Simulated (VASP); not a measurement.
Cu: single point with PBEsol

Crystal: Cu.

```
Cu
1.0
    -0.00858    1.79575    1.80169
     1.82295   -0.02405    1.81716
     1.79533    1.78360    0.00357
Cu
1
Direct
  0.00146 0.97571 0.02932
```

This cell differs from its parent crystal: the cell strained at random.

* Program: VASP 6.6.1
* Task: single point
* Functional: PBEsol
* Potentials or basis: VASP PAW PBE potentials, release 64 (Cu)
* Cutoff: 520 eV
* k mesh: 13 × 13 × 13
* Occupations: fermi-dirac, width 0.05 eV
* Spin: no spin polarisation
* Dipole correction: no
* Further INCAR settings: ALGO = Fast; EDIFF = 1e-06; NBANDS = 12

```yaml
Pressure: -5.9 GPa
```

Stress tensor (GPa, compression positive):
```
-5.95  1.51 -0.75
 1.51 -5.64  0.53
-0.75  0.53 -6.06
```

Levels at points of the mesh, in eV from the Fermi level:
```tsv
k point	band 1	band 2	band 3	band 4	band 5	band 6	band 7	band 8	band 9	band 10
(0.00, 0.00, 0.00)	-9.53	-3.24	-3.16	-3.12	-2.35	-2.32	22.35	24.50	25.21	25.57
```

Wall time 4.1 min on 1 thread of Intel Xeon 8259CL (shared host), peak memory 0.26 GiB.

Caveat: the cell differs from its parent crystal (the cell strained at random); the PAW data sets were made with another functional, which shifts forces and pressure a little.
